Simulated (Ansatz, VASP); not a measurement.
TiAl in VASP and in Ansatz

Contents of INCAR:

```
SYSTEM = TiAl
PREC = Accurate
ENCUT = 520
EDIFF = 1E-6
ISMEAR = 0
SIGMA = 0.15
LREAL = .FALSE.
LASPH = .TRUE.
NELM = 100
ALGO = Fast
ISIF = 2
LWAVE = .FALSE.
LCHARG = .FALSE.
GGA = PS
NBANDS = 14
```

The input KPOINTS:

```
regular mesh
0
G
  21 21 12
  0 0 0
```

Contents of POSCAR:

```
TiAl
1.0
    2.9480723564      0.0000000000      0.0000000000
   -1.4740361782      2.5531055528      0.0000000000
    0.0000000000      0.0000000000      4.4251344905
Ti Al
1 1
Direct
    0.0000000000      0.0000000000      0.0000000000
    0.3333333333      0.6666666667      0.5000000000
```

Input for Ansatz:

```yaml
crystal:
  lattice:
    - [2.9480723564, 0.0, 0.0]
    - [-1.4740361782, 2.5531055528, 0.0]
    - [0.0, 0.0, 4.4251344905]
  atoms:
    - { symbol: Ti, position: [0.0, 0.0, 0.0] }
    - { symbol: Al, position: [0.3333333333, 0.6666666667, 0.5] }
basis:
  ecutwfc: 420
kpoints:
  mp_grid: { grid: [21, 21, 12] }
hamiltonian:
  xc: pbesol
scf:
  occupations: { method: gaussian, width: 0.15 }
output:
  forces: true
  stress: true
  eigenvalues: true
```

Alike in both runs: task single point; functional PBEsol; k mesh 21 × 21 × 12; occupations gaussian, width 0.15 eV; no spin polarisation.

```csv
,VASP,Ansatz
version,VASP 6.6.1,Ansatz 0.2.0
potentials or method,"VASP PAW PBE potentials, release 64 (Ti_sv, Al), cutoff 520 eV","scalar-relativistic, plane waves, PAW"
valence electrons in the cell,15,15
```

|  | VASP | Ansatz | Ansatz less VASP |
| --- | --- | --- | --- |
| gap on the k mesh at the Fermi level (eV) | none | none | - |
| pressure (GPa) | -1.5 | -1.5 | +0.01 |
| traceless stress, the component that is largest in VASP (GPa) | 5.90 | 5.83 | -0.068 |

VASP's potentials were made for PBE, not for PBEsol. A gap of «none» marks a metal or a gap that the smearing closes.
